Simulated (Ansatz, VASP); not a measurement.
**One calculation of SiSb2, two programs**

```
Si Sb
1.0
     0.00000    3.41633    3.41633
     3.41633    0.00000    3.41633
     3.41633    3.41633    0.00000
Si Sb
1 2
Direct
  0.00000 0.00000 0.00000
  0.25000 0.25000 0.25000
  0.75000 0.75000 0.75000
```

Alike in both runs: functional PBE; k mesh 4 × 4 × 4; occupations gaussian, width 0.1 eV; no spin polarisation.

Ansatz relaxed the structure, and its values are those at the end. VASP's run is a single point on that final structure, the one shown.

```csv
,VASP,Ansatz
version,VASP 6.6.1,Ansatz 0.2.0
potentials or method,"VASP PAW PBE potentials, release 64 (Si, Sb), cutoff 520 eV","scalar-relativistic, plane waves, PAW"
valence electrons in the cell,14,34
```

Ansatz gave:

```
gap on the k mesh at the Fermi level (eV) : none
pressure (GPa)                            : 0.1
```

Problem. Estimate VASP's values.

Solution. gap on the k mesh at the Fermi level (eV): none; pressure (GPa): 0.0.

A gap of «none» marks a metal or a gap that the smearing closes. VASP's potentials hold 14 valence electrons a cell and Ansatz's 34, so a difference there can come from the potentials and not from the codes.

The k mesh is coarse, so the values compare programs but aren't converged. Neither program's run includes spin-orbit coupling.
